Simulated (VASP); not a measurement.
Write the native input for VASP 6.6.1 that does the following.

| Quantity | Value |
| --- | --- |
| Task | relaxation of cell and atoms |
| Functional | PBE |
| Potentials or basis | VASP PAW PBE potentials, release 64 (Sc_sv, As, S) |
| Cutoff | 600 eV |
| k mesh | 14 × 14 × 10 |
| Occupations | gaussian, width 0.1 eV |
| Spin | no spin polarisation |
| Dipole correction | no |
| Further INCAR settings | ALGO = Normal; EDIFF = 1e-06; IBRION = 2; EDIFFG = -0.01; NSW = 100; ISIF = 3 |

The structure of ScAsS lies in POSCAR:

```
ScAsS
1.0
    3.5475853529      0.0000000000      0.0000000000
    0.0000000000      3.5475853529      0.0000000000
    0.0000000000      0.0000000000      5.1811630059
Sc As S
1 1 1
Direct
    0.0000000000      0.0000000000      0.0000000000
    0.5000000000      0.5000000000      0.5000000000
    0.5000000000      0.5000000000      0.0000000000
```

The cell was built from a structure type or drawn by symmetry, and may not be a known phase.

One way to write it, as run:

INCAR

```
SYSTEM = ScAsS
ALGO = Normal ; EDIFF = 1E-6
EDIFFG = -0.01 ; ENCUT = 600
GGA = PE ; IBRION = 2
ISIF = 3 ; ISMEAR = 0
LASPH = .TRUE. ; LCHARG = .FALSE.
LREAL = .FALSE. ; LWAVE = .FALSE.
NELM = 80 ; NSW = 100
PREC = Accurate ; SIGMA = 0.1
```

KPOINTS

```
k-points
0
G
  14 14 10
  0 0 0
```

Potentials or basis: VASP PAW PBE potentials, release 64 (Sc_sv, As, S).

Launch:

```console
$ cat potpaw_PBE.64/Sc_sv/POTCAR potpaw_PBE.64/As/POTCAR potpaw_PBE.64/S/POTCAR > POTCAR
$ mpirun -np 1 vasp_std > vasp.out
```

It gave:

The relaxed volume is 21.82 Å³/atom, the relaxed cell is a = 3.555 Å, b = 3.555 Å, c = 5.179 Å, α = 90.00°, β = 90.00°, γ = 90.00° and the space group after relaxing (to 0.1 Å) is P4/mmm (No. 123). The energy gained by relaxing is 0.1 meV/atom and the ionic steps are 4. The pressure after relaxing is 0.0 GPa. The band gap on the k mesh is zero (bands 11 and 12 overlap by 2.69 eV).

Run time: 3.8 min on 1 thread of Intel(R) Xeon(R) 6975P-C (Granite Rapids) (shared host), peak memory 0.43 GiB.
